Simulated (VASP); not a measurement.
Write the native input for VASP 6.6.1 that does the following.

* Task: single point
* Functional: PBE
* Potentials or basis: VASP PAW PBE potentials, release 64 (Ga_d, O)
* Cutoff: 520 eV
* k mesh: 3 × 3 × 1
* Occupations: fermi-dirac, width 0.01 eV
* Spin: no spin polarisation
* Dipole correction: no
* Further INCAR settings: LREAL = Auto; ALGO = Normal; EDIFF = 1e-06; NBANDS = 104; ISYM = 0

The structure of Ga2O3 (Ga2O3 (R-3c)) lies in POSCAR:

```
Ga2O3
1.0
   -2.5289754467      4.3803139633     -0.0000000167
   -5.0579508900      0.0000000000      0.0000000000
   -5.0579508900      2.9202093400      9.0826160100
Ga O
8 12
Direct
    0.1441586467      0.1441586467      0.2837620300
    0.3558413533      0.3558413533      0.4662379700
    0.8558413533      0.8558413533      0.2162379700
    0.6441586467      0.6441586467      0.0337620300
    0.1441586467      0.1441586467      0.7837620300
    0.3558413533      0.3558413533      0.9662379700
    0.8558413533      0.8558413533      0.7162379700
    0.6441586467      0.6441586467      0.5337620300
    0.9469003100      0.2500000000      0.1250000000
    0.2500000000      0.5530996900      0.1250000000
    0.5530996900      0.9469003100      0.1250000000
    0.0530996900      0.7500000000      0.3750000000
    0.4469003100      0.0530996900      0.3750000000
    0.7500000000      0.4469003100      0.3750000000
    0.9469003100      0.2500000000      0.6250000000
    0.2500000000      0.5530996900      0.6250000000
    0.5530996900      0.9469003100      0.6250000000
    0.0530996900      0.7500000000      0.8750000000
    0.4469003100      0.0530996900      0.8750000000
    0.7500000000      0.4469003100      0.8750000000
```

The input as run:

INCAR

```
  PREC = Accurate
  ENCUT = 520
  EDIFF = 1E-6
  ISMEAR = -1
  SIGMA = 0.01
  LREAL = Auto
  LASPH = True
  NELM = 100
  ALGO = Normal
  ISIF = 2
  LWAVE = False
  LCHARG = True
  GGA = PE
  LELF = True
  LVHAR = True
  NBANDS = 104
  ISYM = 0
```

KPOINTS

```
regular mesh
0
Gamma
  3 3 1
```

Potentials or basis: VASP PAW PBE potentials, release 64 (Ga_d, O).

Launch:

```sh
$ cat potpaw_PBE.64/Ga_d/POTCAR potpaw_PBE.64/O/POTCAR > POTCAR
$ mpirun -np 1 vasp_std > vasp.out
```

Results of the run:

```json
{
 "Pressure": "0.7 GPa",
 "Largest force": "0.027 eV/Å",
 "Band gap on the k mesh": "2.45 eV"
}
```

Caveat: the k points lie up to 0.69 Å⁻¹ apart.

Run time: 8.6 min on 1 thread of Intel Xeon 6975P-C (shared host), peak memory 0.38 GiB.
